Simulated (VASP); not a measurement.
# ZnCd2Te2S (Pmm2) in VASP: notebook, part 2 of 2

VASP 6.6.1. Earlier steps stand in the parts before.

## Step 3: Relaxation of cell and atoms, PBE

This run uses another cell than the first one, of 27.06 Å³/atom.

The input, INCAR:

```
SYSTEM = ZnCd2Te2S
PREC = Accurate ; ENCUT = 600
EDIFF = 1E-6 ; ISMEAR = 0
SIGMA = 0.1 ; LREAL = .FALSE.
LASPH = .TRUE. ; NELM = 80
ALGO = Normal ; ISIF = 3
LWAVE = .FALSE. ; LCHARG = .FALSE.
GGA = PE ; IBRION = 2
NSW = 90 ; EDIFFG = -0.04
```

The input, KPOINTS:

```
Automatic mesh
0
G
  6 4 2
  0 0 0
```

The input, POSCAR:

```
ZnCd2Te2S
1.0
    3.6518248963      0.0000000000      0.0000000000
    0.0000000000      4.1864105741      0.0000000000
    0.0000000000      0.0000000000     10.6184863242
Zn Cd Te S
1 2 2 1
Direct
    0.5000000000      0.5000000000      0.1324825854
    0.5000000000      0.5000000000      0.8283861266
    0.5000000000      0.0000000000      0.4677146875
    0.0000000000      0.0000000000      0.0222970178
    0.0000000000      0.5000000000      0.3484087236
    0.5000000000      0.0000000000      0.7007108590
```

Potentials or basis: VASP PAW PBE potentials, release 64 (Zn, Cd, Te, S).

The run is started by

```sh
$ cat potpaw_PBE.64/Zn/POTCAR potpaw_PBE.64/Cd/POTCAR potpaw_PBE.64/Te/POTCAR potpaw_PBE.64/S/POTCAR > POTCAR
$ mpirun -np 1 vasp_std > vasp.out
```

OUTCAR:

```text
SYSTEM = ZnCd2Te2S
   PREC = Accurate
   ENCUT = 600
   EDIFF = 1E-6
   ISMEAR = 0
   LREAL = .FALSE.
   LASPH = .TRUE.
   NELM = 80
   ISIF = 3
   GGA = PE
   IBRION = 2
   NSW = 90
   EDIFFG = -0.04

 ion  position               nearest neighbor table
   1  0.500  0.500  0.132-   5 2.93   5 2.93   4 3.01   4 3.01   4 3.01   4 3.01   2 3.23
   2  0.500  0.500  0.828-   6 2.49   6 2.49   1 3.23   4 3.46   4 3.46   4 3.46   4 3.46
   3  0.500  0.000  0.468-   6 2.47   5 3.05   5 3.05   5 3.05   5 3.05
   4  0.000  0.000  0.022-   1 3.01   1 3.01   1 3.01   1 3.01   2 3.46   2 3.46   2 3.46   2 3.46

   5  0.000  0.500  0.348-   1 2.93   1 2.93   3 3.05   3 3.05   3 3.05   3 3.05
   6  0.500  0.000  0.701-   3 2.47   2 2.49   2 2.49

  LATTYP: Found a simple orthorhombic cell.
 ALAT       =     3.6518248963
 B/A-ratio  =     1.1463886394
 C/A-ratio  =     2.9077205577

  Lattice vectors:

[... 304 lines left out ...]

[... ionic steps 4 to 7 ...]

--------------------------------------- Ionic step        8  -------------------------------------------

 number of electron      54.0000010 magnetization

------------------------ aborting loop because EDIFF is reached ----------------------------------------
[... 75 lines left out ...]
--------------------------------------- Ionic step       10  -------------------------------------------

 number of electron      54.0000009 magnetization

 Free energy of the ion-electron system (eV)
  ---------------------------------------------------
  ext. energy  EPLUGINS =         0.00000000
  ---------------------------------------------------
  free energy    TOTEN  =       -13.61827784 eV

  energy without entropy =      -13.61004756  energy(sigma->0) =      -13.61416270

 E-fermi :   3.2659     XC(G=0):  -9.4119

 val. band max:        3.2210508419   @ k =   0.3333   0.0000   0.5000
 cond. band min:       3.2887883311   @ k =   0.0000   0.2500   0.0000
 fundamental gap:      0.0677374892
 Fermi energy:         3.2658734330

 k-point     1 :       0.0000    0.0000    0.0000
  band No.  band energies     occupation
      1      -9.1759      2.00000
      2      -8.5307      2.00000
      3      -7.9994      2.00000
      4      -5.4275      2.00000
      5      -5.3526      2.00000
      6      -5.2263      2.00000
[... 862 lines left out ...]
  FREE ENERGIE OF THE ION-ELECTRON SYSTEM (eV)
  ---------------------------------------------------
  free  energy   TOTEN  =       -13.6182778444 eV

  energy  without entropy=      -13.6100475565  energy(sigma->0) =      -13.61416270

 reached required accuracy - stopping structural energy minimisation
```

CONTCAR:

```text
ZnCd2Te2S
   1.00000000000000
     3.7561593439152929    0.0000000000000000    0.0000000000000000
     0.0000000000000000    4.1137479036569538    0.0000000000000000
     0.0000000000000000    0.0000000000000000   10.4991527321430418
  Zn              Cd              Te              S
     1     2     2     1
Direct
     0.5000000000000000    0.5000000000000000    0.1282662807956967
     0.5000000000000000    0.5000000000000000    0.8348898399930562
     0.5000000000000000    0.0000000000000000    0.4647668837160596
     0.0000000000000000    0.0000000000000000    0.0242004570862378
     0.0000000000000000    0.5000000000000000    0.3473937297005801
     0.5000000000000000    0.0000000000000000    0.7004828086083679

  0.00000000E+00  0.00000000E+00  0.00000000E+00
  0.00000000E+00  0.00000000E+00  0.00000000E+00
  0.00000000E+00  0.00000000E+00  0.00000000E+00
  0.00000000E+00  0.00000000E+00  0.00000000E+00
  0.00000000E+00  0.00000000E+00  0.00000000E+00
  0.00000000E+00  0.00000000E+00  0.00000000E+00
```

It took 14 min on 1 thread of Intel Xeon Platinum 8488C (Sapphire Rapids), shared host; peak memory 0.43 GiB.

Results:

* Free energy: -13.6183 eV
* Relaxed volume: 27.04 Å³/atom
* Relaxed cell: a = 3.756 Å, b = 4.114 Å, c = 10.499 Å, α = 90.00°, β = 90.00°, γ = 90.00°
* Space group after relaxing (to 0.1 Å): Pmm2 (No. 25)
* Energy gained by relaxing: 6.2 meV/atom
* Ionic steps: 10
* Pressure after relaxing: 0.0 GPa
* Largest force after relaxing: 0.016 eV/Å
* Band gap on the k mesh: zero (bands 27 and 28 overlap by 1.34 eV)

Forces in eV/Å, atoms in the order of the input:
```
Zn   0.000  0.000  0.002
Cd   0.000  0.000 -0.002
Cd   0.000  0.000  0.006
Te   0.000  0.000 -0.008
Te   0.000  0.000 -0.014
S    0.000  0.000  0.016
```

The path:
| step | energy change (eV) | largest force (eV/Å) | pressure (GPa) | volume (Å³) |
| --- | --- | --- | --- | --- |
| 1 | 0.0000 | 0.1921 | 0.01 | 162.34 |
| 2 | -0.0169 | 0.1528 | 0.05 | 162.37 |
| 3 | -0.0295 | 0.2016 | 0.19 | 162.39 |
| 4 | -0.0336 | 0.1089 | -0.19 | 163.44 |
| 5 | -0.0337 | 0.0909 | -0.25 | 163.67 |
| 6 | -0.0363 | 0.0491 | -0.04 | 162.68 |
| 7 | -0.0367 | 0.0493 | 0.08 | 162.12 |
| 8 | -0.0372 | 0.0408 | -0.02 | 162.35 |
| 9 | -0.0372 | 0.0465 | -0.03 | 162.38 |
| 10 | -0.0374 | 0.0157 | 0.01 | 162.23 |

Final structure:
```cif
data_structure
_symmetry_space_group_name_H-M 'P 1'
_symmetry_Int_Tables_number 1
_cell_length_a 3.7562
_cell_length_b 4.1137
_cell_length_c 10.4992
_cell_angle_alpha 90.000
_cell_angle_beta 90.000
_cell_angle_gamma 90.000
_cell_volume 162.23
loop_
_atom_site_label
_atom_site_type_symbol
_atom_site_fract_x
_atom_site_fract_y
_atom_site_fract_z
_atom_site_occupancy
Zn1 Zn 0.50000 0.50000 0.12827 1
Cd1 Cd 0.50000 0.50000 0.83489 1
Cd2 Cd 0.50000 0.00000 0.46477 1
Te1 Te 0.00000 0.00000 0.02420 1
Te2 Te 0.00000 0.50000 0.34739 1
S1 S 0.50000 0.00000 0.70048 1
```

Levels at points of the mesh, in eV from the Fermi level:
```
           k point  band 23  band 24  band 25  band 26  band 27  band 28  band 29  band 30  band 31  band 32
(0.00, 0.00, 0.00)    -0.90    -0.89    -0.86    -0.52    -0.15     0.10     1.32     2.32     3.79     4.95
(0.50, 0.00, 0.00)    -1.89    -1.22    -0.90    -0.52    -0.26     0.21     2.60     3.29     3.90     4.06
(0.00, 0.50, 0.00)    -2.42    -1.83    -0.09     0.38     0.49     0.62     3.11     3.49     4.42     4.99
(0.50, 0.50, 0.00)    -3.19    -2.76    -2.11    -1.89    -0.95    -0.46    -0.14     1.56     2.21     3.08
(0.00, 0.00, 0.50)    -1.57    -0.67    -0.56    -0.55     0.06     0.34     1.49     2.09     4.31     4.56
(0.50, 0.00, 0.50)    -2.61    -1.22    -0.29    -0.26     0.21     0.69     1.58     2.77     3.64     3.84
(0.00, 0.50, 0.50)    -2.87    -1.03    -0.08     0.38     0.62     1.26     2.17     2.72     4.77     5.01
(0.50, 0.50, 0.50)    -3.23    -2.61    -1.83    -1.68    -0.88    -0.72    -0.46     0.93     1.96     4.08
```

Caveat: the k points lie up to 0.38 Å⁻¹ apart in the final cell, too coarse for converged energies and pressures of a metal; spin-orbit coupling is left out, which moves the levels of the heavy elements.

The gap in the log of VASP goes by the Fermi energy; the results here count the filled bands.